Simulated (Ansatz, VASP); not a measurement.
## Two plane-wave programs on Al9N

```
Al N
1.0
     5.70709    0.00000    0.00000
    -1.42677    9.70148    0.00000
     0.00000    0.00000   22.79037
Al N
18 2
Direct
  0.26622 0.06489 0.17551
  0.76622 0.06489 0.17551
  0.33548 0.34192 0.21920
  0.83548 0.34192 0.21920
  0.14933 0.59733 0.22794
  0.64933 0.59733 0.22794
  0.46318 0.85274 0.23668
  0.96318 0.85274 0.23668
  0.03198 0.12771 0.28083
  0.53198 0.12771 0.28083
  0.09979 0.40422 0.33011
  0.59979 0.40422 0.33011
  0.41440 0.65967 0.33698
  0.91440 0.65967 0.33698
  0.22631 0.91108 0.34493
  0.72631 0.91108 0.34493
  0.29624 0.18141 0.38571
  0.79624 0.18141 0.38571
  0.28365 0.91108 0.44889
  0.66896 0.91108 0.44889
```

Alike in both runs: task single point; functional PBE; k mesh 5 × 3 × 1; occupations gaussian, width 0.1 eV; no spin polarisation.

```csv
,VASP,Ansatz
version,VASP 6.6.1,Ansatz 0.2.0
potentials or method,"VASP PAW PBE potentials, release 64 (Al, N), cutoff 520 eV","scalar-relativistic, plane waves, PAW"
valence electrons in the cell,64,64
```

|  | VASP | Ansatz | Ansatz less VASP |
| --- | --- | --- | --- |
| gap on the k mesh at the Fermi level (eV) | none | none | - |
| rms of the force components (eV/Å) | 0.824 | 0.825 | +0.0012 |
| work function, face that differs most (eV) | 5.86 | 5.86 | -0.002 |

Atom by atom the forces differ by 0.002 eV/Å (rms over components). A gap of «none» marks a metal or a gap that the smearing closes. The functional is the same, so the differences come from potentials, cutoffs and numerics.
